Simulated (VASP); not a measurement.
The system is K3MgZn4F12.

```
Mg K Zn F
1.0
     8.10453    0.00000    0.00000
     0.00000    8.10453    0.00000
     0.00000    0.00000    8.10453
Mg K Zn F
2 6 8 24
Direct
  0.10642 0.00071 0.00096
  0.60488 0.50055 0.50107
  0.00381 0.99943 0.50016
  0.00411 0.49982 0.99991
  0.03401 0.50026 0.50062
  0.53516 0.00060 0.00089
  0.50400 0.99996 0.50018
  0.50381 0.49992 0.00036
  0.25068 0.25518 0.25542
  0.25100 0.25549 0.74477
  0.25094 0.74447 0.25576
  0.25077 0.74564 0.74588
  0.75078 0.24558 0.24591
  0.75081 0.24464 0.75543
  0.75074 0.75507 0.24500
  0.75043 0.75492 0.75523
  0.20317 0.22531 0.00029
  0.26129 0.22775 0.49991
  0.20066 0.77499 0.00030
  0.26329 0.77002 0.50093
  0.76321 0.26933 0.00079
  0.70130 0.27509 0.50039
  0.76268 0.72871 0.99989
  0.70199 0.72545 0.50052
  0.99503 0.27641 0.27634
  0.99453 0.27644 0.72540
  0.99453 0.72481 0.27657
  0.99382 0.72367 0.72406
  0.49396 0.22398 0.22459
  0.49474 0.22395 0.77580
  0.49464 0.77582 0.22444
  0.49497 0.77714 0.77722
  0.20283 0.00007 0.22569
  0.20030 0.00006 0.77512
  0.26154 0.49965 0.22802
  0.26343 0.50069 0.77026
  0.76354 0.00046 0.26960
  0.76276 0.99957 0.72905
  0.70069 0.50005 0.27539
  0.70184 0.50017 0.72599
```

Base run:

```yaml
Program: VASP 6.6.1
Functional: PBEsol
Potentials_or_basis: VASP PAW PBE potentials, release 64 (Mg, K_sv, Zn, F)
Cutoff: 520 eV
k_mesh: 1 × 1 × 1, shifted
Occupations: fermi-dirac, width 0.05 eV
Spin: no spin polarisation
```

Its results: band gap on the k mesh 0.93 eV; pressure 2.5 GPa; largest force 0.075 eV/Å.

Task: The run is repeated on the same cell with these changes: functional from PBEsol to r2SCAN. What comes out?

Result: Band gap on the k mesh 0.82 eV; pressure 2.1 GPa; largest force 0.081 eV/Å.

Caveats: the PAW data sets were made with another functional, which shifts forces and pressure a little.

A k mesh can miss the band edges.
